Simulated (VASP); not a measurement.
# Pt (Fm-3m) in VASP: settings compared, part 2 of 2

VASP 6.6.1. Earlier steps stand in the parts before.

### 4 Single point, revPBE+D4

File INCAR:

```
SYSTEM = Pt
ALGO = Normal
EDIFF = 1E-6
ENCUT = 520
GGA = RE
ISIF = 2
ISMEAR = -1
IVDW = 13
LASPH = .TRUE.
LCHARG = .FALSE.
LREAL = .FALSE.
LWAVE = .FALSE.
NBANDS = 11
NELM = 80
PREC = Accurate
SIGMA = 0.05
```

File KPOINTS:

```
k-points
0
G
  12 12 12
  0 0 0
```

File POSCAR:

```
Pt
1.0
    0.0000000000      1.9618573939      1.9618573939
    1.9618573939      0.0000000000      1.9618573939
    1.9618573939      1.9618573939      0.0000000000
Pt
1
Direct
    0.0000000000      0.0000000000      0.0000000000
```

Potentials or basis: VASP PAW PBE potentials, release 64 (Pt).

On the command line:

```bash
cat potpaw_PBE.64/Pt/POTCAR > POTCAR
mpirun -np 1 vasp_std > vasp.out
```

OUTCAR:

```text
SYSTEM = Pt
   EDIFF = 1E-6
   ENCUT = 520
   GGA = RE
   ISIF = 2
   ISMEAR = -1
   IVDW = 13
   LASPH = .TRUE.
   LREAL = .FALSE.
   NELM = 80
   PREC = Accurate

 ion  position               nearest neighbor table
   1  0.000  0.000  0.000-

  LATTYP: Found a face centered cubic cell.
 ALAT       =     3.9237147878

  Lattice vectors:

 A1 = (   0.0000000000,   1.9618573939,   1.9618573939)
 A2 = (   1.9618573939,   0.0000000000,   1.9618573939)
 A3 = (   1.9618573939,   1.9618573939,   0.0000000000)

Analysis of symmetry for initial positions (statically):
=====================================================================
 Subroutine PRICEL returns:
 Original cell was already a primitive cell.

 Routine SETGRP: Setting up the symmetry group for a
 face centered cubic supercell.

 Subroutine GETGRP returns: Found 48 space group operations
 (whereof 48 operations were pure point group operations)
 out of a pool of 48 trial point group operations.

The static configuration has the point symmetry O_h .

Analysis of symmetry for dynamics (positions and initial velocities):
=====================================================================
 Subroutine PRICEL returns:
 Original cell was already a primitive cell.

 Routine SETGRP: Setting up the symmetry group for a
 face centered cubic supercell.

 Subroutine GETGRP returns: Found 48 space group operations
 (whereof 48 operations were pure point group operations)
 out of a pool of 48 trial point group operations.

The dynamic configuration has the point symmetry O_h .

 Subroutine INISYM returns: Found 48 space group operations
 (whereof 48 operations are pure point group operations),
 and found     1 'primitive' translations

----------------------------------------------------------------------------------------

                                     Primitive cell

  volume of cell :      15.1019

  direct lattice vectors                    reciprocal lattice vectors
     0.000000000  1.961857394  1.961857394    -0.254860522  0.254860522  0.254860522
     1.961857394  0.000000000  1.961857394     0.254860522 -0.254860522  0.254860522
     1.961857394  1.961857394  0.000000000     0.254860522  0.254860522 -0.254860522

  length of vectors
     2.774485334  2.774485334  2.774485334     0.441431373  0.441431373  0.441431373

  position of ions in fractional coordinates (direct lattice)
     0.000000000  0.000000000  0.000000000

  ion indices of the primitive-cell ions
   primitive index   ion index
                 1           1

----------------------------------------------------------------------------------------

 KPOINTS: k-points

Automatic generation of k-mesh.
 Grid dimensions read from file:
 generate k-points for:   12   12   12

 Generating k-lattice:

  Cartesian coordinates                     Fractional coordinates (reciprocal lattice)
    -0.021238377  0.021238377  0.021238377     0.083333333  0.000000000  0.000000000
     0.021238377 -0.021238377  0.021238377     0.000000000  0.083333333  0.000000000
     0.021238377  0.021238377 -0.021238377     0.000000000  0.000000000  0.083333333

  Length of vectors
     0.036785948  0.036785948  0.036785948

  Shift w.r.t. Gamma in fractional coordinates (k-lattice)
     0.000000000  0.000000000  0.000000000

 Subroutine IBZKPT returns following result:
 ===========================================

 Found     72 irreducible k-points:

 Following reciprocal coordinates:
            Coordinates               Weight
  0.000000  0.000000  0.000000      1.000000
  0.083333  0.000000  0.000000      8.000000
  0.166667  0.000000  0.000000      8.000000
  0.250000  0.000000  0.000000      8.000000
  0.333333  0.000000  0.000000      8.000000
  0.416667  0.000000  0.000000      8.000000
[... 16 lines left out ...]
  0.500000  0.166667  0.000000     24.000000
 -0.416667  0.166667  0.000000     24.000000
 [... further k-points ...]
   k-points           NKPTS =     72   k-points in BZ     NKDIM =     72   number of bands    NBANDS=     11
   number of dos      NEDOS =    301   number of ions     NIONS =      1
   total plane-waves  NPLWV =  13824
   dimension x,y,z NGX =    24 NGY =   24 NGZ =   24
   dimension x,y,z NGXF=    48 NGYF=   48 NGZF=   48
   ions per type =               1
   NGX,Y,Z   is equivalent  to a cutoff of  14.38, 14.38, 14.38 a.u.
   NGXF,Y,Z  is equivalent  to a cutoff of  28.76, 28.76, 28.76 a.u.
 SYSTEM =  Pt
   PREC   = accura    normal or accurate (medium, high low for compatibility)
   ISTART =      0    job   : 0-new  1-cont  2-samecut
   ICHARG =      2    charge: 1-file 2-atom 10-const
   ISPIN  =      1    spin polarized calculation?
   LNONCOLLINEAR =      F non collinear calculations
   LSORBIT =      F    spin-orbit coupling
   LASPH  =      T    aspherical Exc in radial PAW
   ENCUT  =  520.0 eV  38.22 Ry    6.18 a.u.   5.16  5.16  5.16*2*pi/ulx,y,z
   NELM   =     80;   NELMIN=  2; NELMDL= -5     # of ELM steps
   EDIFF  = 0.1E-05   stopping-criterion for ELM
   LREAL  =      F    real-space projection
   EDIFFG = 0.1E-04   stopping-criterion for IOM
   NSW    =      0    number of steps for IOM
   IBRION =     -1    ionic relax: 0-MD 1-quasi-New 2-CG
   NFREE  =      0    steps in history (QN), initial steepest desc. (CG)
   ISIF   =      2    stress and relaxation
   ISYM   =      2    0-nonsym 1-usesym 2-fastsym
   POTIM  = 0.5000    time-step for ionic-motion
   TEBEG  =    0.0;   TEEND  =   0.0 temperature during run
   PSTRESS=    0.0 pullay stress
   NELECT =      10.0000    total number of electrons
   NUPDOWN=      -1.0000    fix difference up-down
   EMIN   =  10.00;   EMAX   =-10.00  energy-range for DOS
   EFERMI =   0.00;   METHOD = LEGACY
   ISMEAR =    -1;   SIGMA  =   0.05  broadening in eV -4-tet -1-fermi 0-gaus
   EFERMI_NEDOS =   21; number of points for ismear=-14 and -15
   IALGO  =     38    algorithm
   IMIX   =      4    mixing-type and parameters
     AMIX     =   0.40;   BMIX     =  1.00
     AMIX_MAG =   1.60;   BMIX_MAG =  1.00
  volume/ion in A,a.u.               =      15.10       101.91
  Fermi-wavevector in a.u.,A,eV,Ry     =   1.426913  2.696474 27.702547  2.036080
  Thomas-Fermi vector in A             =   2.547139
   LORBIT       =      0    0 simple, 1 ext, 2 COOP (PROOUT), +10 PAW based schemes
   GGA     = RE    functional components
   LHFCALC =     F    Hartree Fock is set to
   AEXX    =    0.0000 exact exchange contribution
   IVDW    =    13    specifies the selected vdW correction
   LEPSILON=     F    determine dielectric tensor
   LRPA    =     F    only Hartree local field effects (RPA)
 non-spin polarized calculation
  energy-cutoff  :      520.00
  volume of cell :       15.10
 maximum number of plane-waves:       419
 NGX is ok and might be reduce to    24
   NGX = 11   NGY = 11   NGZ = 11

 number of electron      10.0000000 magnetization

 Free energy of the ion-electron system (eV)
  ---------------------------------------------------
  ext. energy  EPLUGINS =         0.00000000
  ---------------------------------------------------
  free energy    TOTEN  =        -5.56279409 eV

  energy without entropy =       -5.54735037  energy(sigma->0) =       -5.55507223

 E-fermi :  11.3200     XC(G=0): -13.4410

 val. band max:       11.3197086282   @ k =  -0.4167   0.4167   0.1667
 cond. band min:      11.3265408803   @ k =   0.4167   0.3333   0.0000
 fundamental gap:      0.0068322521
 Fermi energy:        11.3199551071

 k-point     1 :       0.0000    0.0000    0.0000
  band No.  band energies     occupation
      1       1.1191      2.00000
      2       7.5307      2.00000
      3       7.5307      2.00000
      4       7.5307      2.00000
      5       9.6748      2.00000
      6       9.6748      2.00000
      7      25.9220      0.00000
      8      30.8971      0.00000
      9      30.8971      0.00000
     10      30.8971      0.00000
     11      36.2258      0.00000
[... 309 lines left out ...]
 k-point    24 :      -0.4167    0.1667    0.0000
  band No.  band energies     occupation
      1       4.8181      2.00000
      2       6.8885      2.00000
      3       8.1444      2.00000
      4       8.4385      2.00000
      5      11.0096      1.99598
      6      14.3393      0.00000
      7      17.3436      0.00000
      8      26.1064      0.00000
      9      28.2114      0.00000
     10      29.8519      0.00000
     11      38.1526      0.00000

 [... further k-points ...]

------------------------ aborting loop because EDIFF is reached ----------------------------------------

  DFT-D4 for vdW energy calculation

  Edisp (eV):   -1.25369

  FORCE on cell =-STRESS in cart. coord.  units (eV):
  Direction    XX          YY          ZZ          XY          YZ          ZX
  --------------------------------------------------------------------------------------
  -------------------------------------------------------------------------------------
  Total      -0.04898    -0.04898    -0.04898     0.00000     0.00000     0.00000
  in kB      -5.19603    -5.19603    -5.19603     0.00000     0.00000     0.00000
  external pressure =       -5.20 kB  Pullay stress =        0.00 kB

 VOLUME and BASIS-vectors are now :
 -----------------------------------------------------------------------------
  energy-cutoff  :      520.00
  volume of cell :       15.10
      direct lattice vectors                 reciprocal lattice vectors
     0.000000000  1.961857394  1.961857394    -0.254860522  0.254860522  0.254860522
     1.961857394  0.000000000  1.961857394     0.254860522 -0.254860522  0.254860522
     1.961857394  1.961857394  0.000000000     0.254860522  0.254860522 -0.254860522

 POSITION                                       TOTAL-FORCE (eV/Angst)
 -----------------------------------------------------------------------------------
      0.00000      0.00000      0.00000        -0.000000     -0.000000      0.000000
 -----------------------------------------------------------------------------------
    total drift:                               -0.000000      0.000000     -0.000000

  FREE ENERGIE OF THE ION-ELECTRON SYSTEM (eV)
  ---------------------------------------------------
  free  energy   TOTEN  =        -6.8164849789 eV

  energy  without entropy=       -6.8010412549  energy(sigma->0) =       -6.80876312
```

stdout:

```text
POSCAR found type information on POSCAR Pt
 POSCAR found :  1 types and       1 ions
 scaLAPACK will be used
 -----------------------------------------------------------------------------
|                                                                             |
|                                                                             |
|     You enforced a specific xc type in the INCAR file but a different       |
|     I HOPE YOU KNOW WHAT YOU ARE DOING!                                     |
|                                                                             |
 -----------------------------------------------------------------------------

 LDA part: xc-table for (Slater+PW92), standard interpolation
 POSCAR, INCAR and KPOINTS ok, starting setup
 FFT: planning ... GRIDC
 FFT: planning ... GRID_SOFT
 FFT: planning ... GRID
 WAVECAR not read
 entering main loop
```

It took 4.8 s on 1 thread of Intel Xeon 6975P-C (Granite Rapids), shared host; peak memory 0.15 GiB.

What came out:

* Free energy: -6.8165 eV
* Pressure: -0.5 GPa
* Band gap on the k mesh: zero (band 5 reaches 11.80 eV, above the bottom of band 6 at 9.57 eV)
* Dispersion energy per atom: -1.254 eV

Levels at points of the mesh, in eV from the Fermi level:
| k point | band 2 | band 3 | band 4 | band 5 | band 6 | band 7 | band 8 | band 9 |
| --- | --- | --- | --- | --- | --- | --- | --- | --- |
| (0.00, 0.00, 0.00) | -3.79 | -3.79 | -3.79 | -1.65 | -1.65 | 14.60 | 19.58 | 19.58 |
| (0.50, 0.00, 0.00) | -3.86 | -3.86 | -0.48 | 0.02 | 0.02 | 5.84 | 14.17 | 18.96 |
| (0.50, 0.50, 0.00) | -6.62 | -0.01 | 0.48 | 0.48 | 1.78 | 8.88 | 11.39 | 11.39 |

Caveat: the PAW data sets were made with another functional, which shifts forces and pressure a little; spin-orbit coupling is left out, which moves the levels of the heavy elements; pairwise dispersion overbinds metals, which lowers pressure and volume.

### 5 Relaxation of cell and atoms, PBEsol

File INCAR:

```
  PREC = Accurate
  ENCUT = 600
  EDIFF = 1E-6
  ISMEAR = -1
  SIGMA = 0.05
  LREAL = False
  LASPH = True
  NELM = 80
  ALGO = Normal
  ISIF = 3
  LWAVE = False
  LCHARG = False
  GGA = PS
  IBRION = 2
  NSW = 80
  EDIFFG = -0.005
```

File KPOINTS:

```
Automatic mesh
0
Gamma
  12 12 12
```

File POSCAR:

```
Pt
1.0
    0.0000000000      1.9609000000      1.9609000000
    1.9609000000      0.0000000000      1.9609000000
    1.9609000000      1.9609000000      0.0000000000
Pt
1
Direct
    0.0000000000      0.0000000000      0.0000000000
```

On the command line:

```bash
cat potpaw_PBE.64/Pt/POTCAR > POTCAR
mpirun -np 1 vasp_std > vasp.out
```

It took 8.1 s on 1 thread of Intel Xeon 6975P-C (Granite Rapids), shared host; peak memory 0.15 GiB.

It converged, with:

- Free energy: -6.9732 eV
- Relaxed volume: 15.03 Å³/atom
- Relaxed cell: a = 2.770 Å, b = 2.770 Å, c = 2.770 Å, α = 60.00°, β = 60.00°, γ = 60.00°
- Space group after relaxing (to 0.05 Å): Fm-3m (No. 225)
- Energy gained by relaxing: 0.1 meV/atom
- Ionic steps: 3
- Pressure after relaxing: 0.0 GPa
- Band gap on the k mesh: zero (band 5 reaches 11.67 eV, above the bottom of band 6 at 9.43 eV)

Step by step:
```csv
step,energy change (eV),largest force (eV/Å),pressure (GPa),volume (Å³)
1,0.0000,0.0000,-0.92,15.08
2,0.0010,0.0000,2.75,14.89
3,-0.0001,0.0000,0.03,15.03
```

Final structure:
```xyz
1
Lattice="0.0000 1.9588 1.9588 1.9588 0.0000 1.9588 1.9588 1.9588 0.0000" Properties=species:S:1:pos:R:3 pbc="T T T"
Pt    0.0000    0.0000    0.0000
```

Levels at points of the mesh, in eV from the Fermi level:
| k point | band 1 | band 2 | band 3 | band 4 | band 5 | band 6 | band 7 | band 8 | band 9 |
| --- | --- | --- | --- | --- | --- | --- | --- | --- | --- |
| (0.00, 0.00, 0.00) | -10.36 | -3.84 | -3.84 | -3.84 | -1.65 | -1.65 | 14.59 | 19.57 | 19.57 |
| (0.50, 0.00, 0.00) | -7.43 | -3.90 | -3.90 | -0.59 | 0.03 | 0.03 | 5.81 | 14.14 | 18.94 |
| (0.50, 0.50, 0.00) | -7.17 | -6.70 | 0.00 | 0.48 | 0.48 | 1.68 | 8.85 | 11.32 | 11.32 |

Caveat: the PAW data sets were made with another functional, which shifts forces and pressure a little; spin-orbit coupling is left out, which moves the levels of the heavy elements.

### 6 Relaxation of cell and atoms, revPBE+D4

File INCAR:

```
PREC = Accurate
ENCUT = 600
EDIFF = 1E-6
ISMEAR = -1
SIGMA = 0.05
LREAL = False
LASPH = True
NELM = 100
ALGO = Normal
ISIF = 3
LWAVE = False
LCHARG = False
GGA = RE
IVDW = 13
IBRION = 2
NSW = 80
EDIFFG = -0.02
```

KPOINTS is that of step 5.

POSCAR is that of step 5.

Potentials or basis: VASP PAW PBE potentials, release 64 (Pt).

On the command line:

```bash
cat potpaw_PBE.64/Pt/POTCAR > POTCAR
mpirun -np 1 vasp_std > vasp.out
```

It took 4.3 s on 1 thread of Intel Xeon 6975P-C (Granite Rapids), shared host; peak memory 0.15 GiB.

It converged, with:

| Item | Value |
| --- | --- |
| Free energy | -6.8170 eV |
| Pressure after relaxing | 0.0 GPa |
| Band gap on the k mesh | zero (band 5 reaches 11.83 eV, above the bottom of band 6 at 9.59 eV) |
| Dispersion energy per atom | -1.255 eV |

Final structure:
```
Pt
1.0
     0.00000    1.96090    1.96090
     1.96090    0.00000    1.96090
     1.96090    1.96090    0.00000
Pt
1
Direct
  0.00000 0.00000 0.00000
```

Levels at points of the mesh, in eV from the Fermi level:
```tsv
k point	band 3	band 4	band 5	band 6	band 7	band 8
(0.00, 0.00, 0.00)	-3.80	-3.80	-1.65	-1.65	14.60	19.58
(0.50, 0.00, 0.00)	-3.87	-0.48	0.02	0.02	5.85	14.17
(0.50, 0.50, 0.00)	-0.01	0.48	0.48	1.78	8.89	11.39
```

Caveat: the relaxation stopped at its first step, so nothing moved; the PAW data sets were made with another functional, which shifts forces and pressure a little; spin-orbit coupling is left out, which moves the levels of the heavy elements; pairwise dispersion overbinds metals, which lowers pressure and volume.

### 7 The runs side by side

| task | level | cell | cutoff (eV) | smearing | gap on the mesh (eV) | pressure (GPa) |
| --- | --- | --- | --- | --- | --- | --- |
| single point | PBEsol | a = 2.773 Å, angles 60.0°, 1 atom | 520 | gaussian 0.02 eV | none | -1.1 |
| single point | PBEsol | a = 2.771 Å, angles 60.0°, 1 atom | 520 | fermi-dirac 0.05 eV | none | -0.4 |
| single point | revPBE+D4 | a = 2.774 Å, angles 60.0°, 1 atom | 520 | fermi-dirac 0.05 eV | none | -0.5 |
| relaxation of cell and atoms | PBEsol | relaxed from a = 2.773 Å, angles 60.0°, 1 atom | 600 | fermi-dirac 0.05 eV | none | 0.0 |
| relaxation of cell and atoms | revPBE+D4 | relaxed from a = 2.773 Å, angles 60.0°, 1 atom | 600 | fermi-dirac 0.05 eV | none | 0.0 |

Alike in all rows: potentials or basis VASP PAW PBE potentials, release 64 (Pt); no spin polarisation; k mesh 12 × 12 × 12.

Every run on the cell as given and a fine mesh finds a metal. The pressure there spans -1.1 GPa (PBEsol) to -0.4 GPa (PBEsol); a positive pressure means that this level wants a larger cell, a negative one a smaller.

Caveats: the PAW data sets were made with another functional, which shifts forces and pressure a little; spin-orbit coupling is left out, which moves the levels of the heavy elements; pairwise dispersion overbinds metals, which lowers pressure and volume (some runs); the relaxation stopped at its first step, so nothing moved (some runs).

Total energies depend on the potentials used, so only differences within one code and one set of settings carry meaning.
